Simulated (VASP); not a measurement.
# Ga4P4H (a cell with a defect) in VASP: relaxation of the atoms with PBE

Aim: the relaxation of the atoms of Ga4P4H (a cell with a defect) with PBE.

All numbers are computed with VASP 6.6.1; they aren't measurements. Logs are shortened: lines on timing, memory, paths and dates and some standing lists are left out, and cuts for length are marked.

## 1. The cell of the first run

The cell holds a defect, 9 atoms: a = 5.505 Å, b = 5.505 Å, c = 5.505 Å, α = 90.00°, β = 90.00°, γ = 90.00°.

## 2. Relaxation of the atoms, PBE, collinear spin

Contents of INCAR:

```
SYSTEM = Ga4P4H
ALGO = Normal
EDIFF = 1E-6
EDIFFG = -0.025
ENCUT = 520
GGA = PE
IBRION = 2
ISIF = 2
ISMEAR = 0
ISPIN = 2
LASPH = .TRUE.
LCHARG = .FALSE.
LORBIT = 11
LREAL = .FALSE.
LWAVE = .FALSE.
MAGMOM = 0.125 0.125 0 0.125 0.125 0.125 0.125 0.125 0.125
NELM = 150
NSW = 65
PREC = Accurate
SIGMA = 0.01
```

Contents of KPOINTS:

```
k-points
0
G
  3 3 3
  0 0 0
```

Contents of POSCAR:

```
Ga4P4H
1.0
    0.0000000000     -5.5051169748      0.0000000000
    0.0000000000      0.0000000000      5.5051169748
   -5.5051169748      0.0000000000      0.0000000000
Ga P H
4 4 1
Direct
    0.0000000000      0.5000000000      0.5000000000
    0.5000000000      0.5000000000      1.0000000000
    0.0000000000      0.0000000000      0.0000000000
    0.5000000000      0.0000000000      0.5000000000
    0.2500000000      0.2500000000      0.2500000000
    0.7500000000      0.2500000000      0.7500000000
    0.2500000000      0.7500000000      0.7500000000
    0.7500000000      0.7500000000      0.2500000000
    0.5000000000      0.5000000000      0.5000000000
```

Potentials or basis: VASP PAW PBE potentials, release 64 (Ga_d, P, H).

The run is started by

```
> cat potpaw_PBE.64/Ga_d/POTCAR potpaw_PBE.64/P/POTCAR potpaw_PBE.64/H/POTCAR > POTCAR
> mpirun -np 1 vasp_std > vasp.out
```

OUTCAR:

```text
SYSTEM = Ga4P4H
   EDIFF = 1E-6
   EDIFFG = -0.025
   ENCUT = 520
   GGA = PE
   IBRION = 2
   ISIF = 2
   ISMEAR = 0
   ISPIN = 2
   LASPH = .TRUE.
   LORBIT = 11
   LREAL = .FALSE.
   NELM = 150
   NSW = 65
   PREC = Accurate

 ion  position               nearest neighbor table
   1  0.000  0.500  0.500-   5 2.38   6 2.38   7 2.38   8 2.38
   2  0.500  0.500  0.000-   5 2.38   6 2.38   7 2.38   8 2.38
   3  0.000  0.000  0.000-   5 2.38   6 2.38   7 2.38   8 2.38
   4  0.500  0.000  0.500-   5 2.38   6 2.38   7 2.38   8 2.38
   5  0.250  0.250  0.250-   1 2.38   2 2.38   3 2.38   4 2.38
   6  0.750  0.250  0.750-   1 2.38   2 2.38   3 2.38   4 2.38
   7  0.250  0.750  0.750-   1 2.38   2 2.38   3 2.38   4 2.38
   8  0.750  0.750  0.250-   1 2.38   2 2.38   3 2.38   4 2.38
   9  0.500  0.500  0.500-

  LATTYP: Found a simple cubic cell.
 ALAT       =     5.5051169748

  Lattice vectors:

 A1 = (   0.0000000000,  -5.5051169748,   0.0000000000)
 A2 = (   0.0000000000,   0.0000000000,   5.5051169748)
 A3 = (  -5.5051169748,   0.0000000000,   0.0000000000)

Analysis of symmetry for initial positions (statically):
=====================================================================
 Subroutine PRICEL returns:
 Original cell was already a primitive cell.

 Routine SETGRP: Setting up the symmetry group for a
 simple cubic supercell.

 Subroutine GETGRP returns: Found 24 space group operations
 (whereof 24 operations were pure point group operations)
 out of a pool of 48 trial point group operations.

The static configuration has the point symmetry T_d .

Analysis of symmetry for dynamics (positions and initial velocities):
=====================================================================
 Subroutine PRICEL returns:
 Original cell was already a primitive cell.

 Routine SETGRP: Setting up the symmetry group for a
 simple cubic supercell.

 Subroutine GETGRP returns: Found 24 space group operations
 (whereof 24 operations were pure point group operations)
 out of a pool of 48 trial point group operations.

The dynamic configuration has the point symmetry T_d .

Analysis of structural, dynamic, and magnetic symmetry:
=====================================================================
 Subroutine PRICEL returns:
 Original cell was already a primitive cell.

 Routine SETGRP: Setting up the symmetry group for a
 simple cubic supercell.

 Subroutine GETGRP returns: Found 24 space group operations
 (whereof 24 operations were pure point group operations)
 out of a pool of 48 trial point group operations.

The overall configuration has the point symmetry T_d .

 Subroutine INISYM returns: Found 24 space group operations
 (whereof 24 operations are pure point group operations),
 and found     1 'primitive' translations

----------------------------------------------------------------------------------------

                                     Primitive cell

  volume of cell :     166.8398

  direct lattice vectors                    reciprocal lattice vectors
     0.000000000 -5.505116975  0.000000000     0.000000000 -0.181649183  0.000000000
     0.000000000  0.000000000  5.505116975     0.000000000  0.000000000  0.181649183
    -5.505116975  0.000000000  0.000000000    -0.181649183  0.000000000  0.000000000

  length of vectors
     5.505116975  5.505116975  5.505116975     0.181649183  0.181649183  0.181649183

  position of ions in fractional coordinates (direct lattice)
     0.000000000  0.500000000  0.500000000
     0.500000000  0.500000000  0.000000000
     0.000000000  0.000000000  0.000000000
     0.500000000  0.000000000  0.500000000
     0.250000000  0.250000000  0.250000000
     0.750000000  0.250000000  0.750000000
     0.250000000  0.750000000  0.750000000
     0.750000000  0.750000000  0.250000000
     0.500000000  0.500000000  0.500000000

  ion indices of the primitive-cell ions
   primitive index   ion index
                 1           1
                 2           2
                 3           3
                 4           4
                 5           5
                 6           6
                 7           7
                 8           8
                 9           9

----------------------------------------------------------------------------------------

 KPOINTS: k-points

Automatic generation of k-mesh.
 Grid dimensions read from file:
 generate k-points for:    3    3    3

 Generating k-lattice:

  Cartesian coordinates                     Fractional coordinates (reciprocal lattice)
     0.000000000 -0.060549728  0.000000000     0.333333333  0.000000000  0.000000000
     0.000000000  0.000000000  0.060549728     0.000000000  0.333333333  0.000000000
    -0.060549728  0.000000000  0.000000000     0.000000000  0.000000000  0.333333333

  Length of vectors
     0.060549728  0.060549728  0.060549728

  Shift w.r.t. Gamma in fractional coordinates (k-lattice)
     0.000000000  0.000000000  0.000000000

 Subroutine IBZKPT returns following result:
 ===========================================

 Found      4 irreducible k-points:

 Following reciprocal coordinates:
            Coordinates               Weight
  0.000000  0.000000  0.000000      1.000000
  0.333333  0.000000  0.000000      6.000000
  0.333333  0.333333  0.000000     12.000000
  0.333333  0.333333  0.333333      8.000000
   k-points           NKPTS =      4   k-points in BZ     NKDIM =      4   number of bands    NBANDS=     44
   number of dos      NEDOS =    301   number of ions     NIONS =      9
   total plane-waves  NPLWV =  74088
   dimension x,y,z NGX =    42 NGY =   42 NGZ =   42
   dimension x,y,z NGXF=    84 NGYF=   84 NGZF=   84
   ions per type =               4   4   1
   NGX,Y,Z   is equivalent  to a cutoff of  12.68, 12.68, 12.68 a.u.
   NGXF,Y,Z  is equivalent  to a cutoff of  25.37, 25.37, 25.37 a.u.
 SYSTEM =  Ga4P4H
   PREC   = accura    normal or accurate (medium, high low for compatibility)
   ISTART =      0    job   : 0-new  1-cont  2-samecut
   ICHARG =      2    charge: 1-file 2-atom 10-const
   ISPIN  =      2    spin polarized calculation?
   LNONCOLLINEAR =      F non collinear calculations
   LSORBIT =      F    spin-orbit coupling
   LASPH  =      T    aspherical Exc in radial PAW
   ENCUT  =  520.0 eV  38.22 Ry    6.18 a.u.  10.24 10.24 10.24*2*pi/ulx,y,z
   NELM   =    150;   NELMIN=  2; NELMDL= -5     # of ELM steps
   EDIFF  = 0.1E-05   stopping-criterion for ELM
   LREAL  =      F    real-space projection
   EDIFFG = -.3E-01   stopping-criterion for IOM
   NSW    =     65    number of steps for IOM
   IBRION =      2    ionic relax: 0-MD 1-quasi-New 2-CG
   NFREE  =      1    steps in history (QN), initial steepest desc. (CG)
   ISIF   =      2    stress and relaxation
   ISYM   =      2    0-nonsym 1-usesym 2-fastsym
   POTIM  = 0.5000    time-step for ionic-motion
   TEBEG  =    0.0;   TEEND  =   0.0 temperature during run
   PSTRESS=    0.0 pullay stress
   NELECT =      73.0000    total number of electrons
   NUPDOWN=      -1.0000    fix difference up-down
   EMIN   =  10.00;   EMAX   =-10.00  energy-range for DOS
   EFERMI =   0.00;   METHOD = LEGACY
   ISMEAR =     0;   SIGMA  =   0.01  broadening in eV -4-tet -1-fermi 0-gaus
   EFERMI_NEDOS =   21; number of points for ismear=-14 and -15
   IALGO  =     38    algorithm
   IMIX   =      4    mixing-type and parameters
     AMIX     =   0.40;   BMIX     =  1.00
     AMIX_MAG =   1.60;   BMIX_MAG =  1.00
  volume/ion in A,a.u.               =      18.54       125.10
  Fermi-wavevector in a.u.,A,eV,Ry     =   1.242842  2.348631 21.016322  1.544656
  Thomas-Fermi vector in A             =   2.377179
   LORBIT       =     11    0 simple, 1 ext, 2 COOP (PROOUT), +10 PAW based schemes
   GGA     = PE    functional components
   LHFCALC =     F    Hartree Fock is set to
   AEXX    =    0.0000 exact exchange contribution
   IVDW    =     0    specifies the selected vdW correction
   LEPSILON=     F    determine dielectric tensor
   LRPA    =     F    only Hartree local field effects (RPA)
 conjugate gradient relaxation of ions
 spin polarized calculation
 Gauss-broadening in eV      SIGMA  =   0.01
  energy-cutoff  :      520.00
  volume of cell :      166.84
 maximum number of plane-waves:      4500
 NGX is ok and might be reduce to    42
   NGX = 21   NGY = 21   NGZ = 21

--------------------------------------- Ionic step        1  -------------------------------------------

 number of electron      72.9999966 magnetization       0.1111112

 Free energy of the ion-electron system (eV)
  ---------------------------------------------------
  ext. energy  EPLUGINS =         0.00000000
  ---------------------------------------------------
  free energy    TOTEN  =       -37.69542069 eV

  energy without entropy =      -37.69462623  energy(sigma->0) =      -37.69502346

------------------------ aborting loop because EDIFF is reached ----------------------------------------

  FORCE on cell =-STRESS in cart. coord.  units (eV):
  Direction    XX          YY          ZZ          XY          YZ          ZX
  --------------------------------------------------------------------------------------
  -------------------------------------------------------------------------------------
  Total        0.8167619      0.8167619      0.8167619     -0.0000000      0.0000000     -0.0000000
  in kB        7.8434368      7.8434368      7.8434368     -0.0000000      0.0000000     -0.0000000
  external PRESSURE =       7.8434368 kB  Pullay stress =       0.0000000 kB
[... 71 lines left out ...]
  energy  without entropy=      -37.7008972083  energy(sigma->0) =      -37.70129444

--------------------------------------- Ionic step        3  -------------------------------------------

 number of electron      72.9999962 magnetization       0.1111111

 Free energy of the ion-electron system (eV)
  ---------------------------------------------------
  ext. energy  EPLUGINS =         0.00000000
  ---------------------------------------------------
  free energy    TOTEN  =       -37.70328409 eV

  energy without entropy =      -37.70248963  energy(sigma->0) =      -37.70288686

 E-fermi :   4.6700     XC(G=0):  -9.8342

 val. band max:        4.6677011933   @ k =   0.3333   0.3333   0.3333
 cond. band min:       5.0829150622   @ k =   0.3333   0.3333   0.0000
 fundamental gap:      0.4152138689
 Fermi energy:         4.6699543139

 spin component 1

 k-point     1 :       0.0000    0.0000    0.0000
  band No.  band energies     occupation
      1     -10.1566      1.00000
      2     -10.1566      1.00000
      3     -10.1566      1.00000
      4     -10.0459      1.00000
      5     -10.0459      1.00000
      6     -10.0459      1.00000
[... 177 lines left out ...]
     43       9.0272      0.00000
     44       9.1698      0.00000
 Fermi energy:         4.6699543139

 spin component 2

 k-point     1 :       0.0000    0.0000    0.0000
  band No.  band energies     occupation
      1     -10.1555      1.00000
      2     -10.1555      1.00000
      3     -10.1555      1.00000
      4     -10.0450      1.00000
      5     -10.0450      1.00000
      6     -10.0450      1.00000
[... 213 lines left out ...]
  FREE ENERGIE OF THE ION-ELECTRON SYSTEM (eV)
  ---------------------------------------------------
  free  energy   TOTEN  =       -37.7032840925 eV

  energy  without entropy=      -37.7024896287  energy(sigma->0) =      -37.70288686

 reached required accuracy - stopping structural energy minimisation

 total charge

# of ion       s       p       d       tot
------------------------------------------
    1        0.873   0.804  10.012  11.689
    2        0.873   0.804  10.012  11.689
    3        0.888   0.792   9.997  11.677
    4        0.873   0.804  10.012  11.689
    5        1.029   1.488   0.000   2.517
    6        1.029   1.488   0.000   2.517
    7        1.029   1.488   0.000   2.517
    8        1.029   1.488   0.000   2.517
    9        0.406   0.008   0.000   0.414
--------------------------------------------------
tot          8.029   9.164  40.034  57.227

 magnetization (x)

# of ion       s       p       d       tot
------------------------------------------
    1        0.001   0.000   0.000   0.002
    2        0.001   0.000   0.000   0.002
    3        0.004   0.009   0.000   0.013
    4        0.001   0.000   0.000   0.002
    5        0.002   0.002   0.000   0.003
    6        0.002   0.002   0.000   0.003
    7        0.002   0.002   0.000   0.003
    8        0.002   0.002   0.000   0.003
    9        0.027   0.000   0.000   0.027
--------------------------------------------------
tot          0.042   0.017   0.001   0.060
```

It took 2.5 min on 1 thread of Intel Xeon Platinum 8259CL at 2.50GHz (Skylake/Cascade Lake), shared host; peak memory 0.33 GiB.

Results:

| Quantity | Value |
| --- | --- |
| Free energy | -37.7033 eV |
| Energy gained by relaxing | 0.9 meV/atom |
| Ionic steps | 3 |
| Pressure after relaxing | 0.8 GPa |
| Net moment | 0.11 μB per cell |
| Site moments | Ga +0.00, +0.01; P +0.00; H +0.03 μB |
| Valence electrons inside the program's atomic spheres | Ga 11.69, 11.68; P 2.52; H 0.41 |

Forces in eV/Å, atoms in the order of the input:
```
Ga   0.000  0.000  0.000
Ga   0.000  0.000  0.000
Ga   0.000  0.000  0.000
Ga   0.000  0.000  0.000
P   -0.001 -0.001  0.001
P    0.001  0.001  0.001
P    0.001 -0.001 -0.001
P   -0.001  0.001 -0.001
H    0.000  0.000  0.000
```

Step by step:
```csv
step,energy change (eV),largest force (eV/Å),pressure (GPa)
1,0.0000,0.2121,0.78
2,-0.0063,0.0946,0.82
3,-0.0079,0.0021,0.85
```

Final structure:
```
CELL_PARAMETERS angstrom
0.00000 -5.50512 0.00000
0.00000 0.00000 5.50512
-5.50512 0.00000 0.00000
ATOMIC_POSITIONS crystal
Ga 0.00000 0.50000 0.50000
Ga 0.50000 0.50000 0.00000
Ga 0.00000 0.00000 0.00000
Ga 0.50000 0.00000 0.50000
P 0.25194 0.25194 0.25194
P 0.74806 0.25194 0.74806
P 0.25194 0.74806 0.74806
P 0.74806 0.74806 0.25194
H 0.50000 0.50000 0.50000
```

Caveat: the k points lie up to 0.38 Å⁻¹ apart.
